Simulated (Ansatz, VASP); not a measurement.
Two plane-wave programs on Ba3SiS

```
Ba Si S
1.0
     6.18216    0.00000    0.00000
     0.00000    6.18216    0.00000
     0.00000    0.00000    6.18216
Ba Si S
3 1 1
Direct
  0.50000 0.00000 0.50000
  0.00000 0.50000 0.50000
  0.50000 0.50000 0.00000
  0.50000 0.50000 0.50000
  0.00000 0.00000 0.00000
```

Change from the starting cell: species swapped into the Ba3PbO type (Pm-3m, No. 221).

Alike in both runs: task relaxation of cell and atoms; functional PBE; k mesh 6 × 6 × 6; occupations gaussian, width 0.1 eV; no spin polarisation.

|  | VASP | Ansatz |
| --- | --- | --- |
| version | VASP 6.6.1 | Ansatz 0.2.0 |
| potentials or method | VASP PAW PBE potentials, release 64 (Ba_sv, Si, S), cutoff 600 eV | scalar-relativistic, plane waves, PAW |
| valence electrons in the cell | 40 | 40 |

VASP gave:

```
gap on the k mesh at the Fermi level, each at its own relaxed structure (eV) : none
relaxed volume (Å³/atom)                                                     : 48.31
relaxed cell length with the largest relative difference (Å)                 : 6.228
```

**Question.** What did Ansatz give for the same quantities?

**Answer.** gap on the k mesh at the Fermi level, each at its own relaxed structure (eV): none; relaxed volume (Å³/atom): 47.67; relaxed cell length with the largest relative difference (Å): 6.200.

A gap of «none» marks a metal or a gap that the smearing closes.

Neither program's run includes spin-orbit coupling.
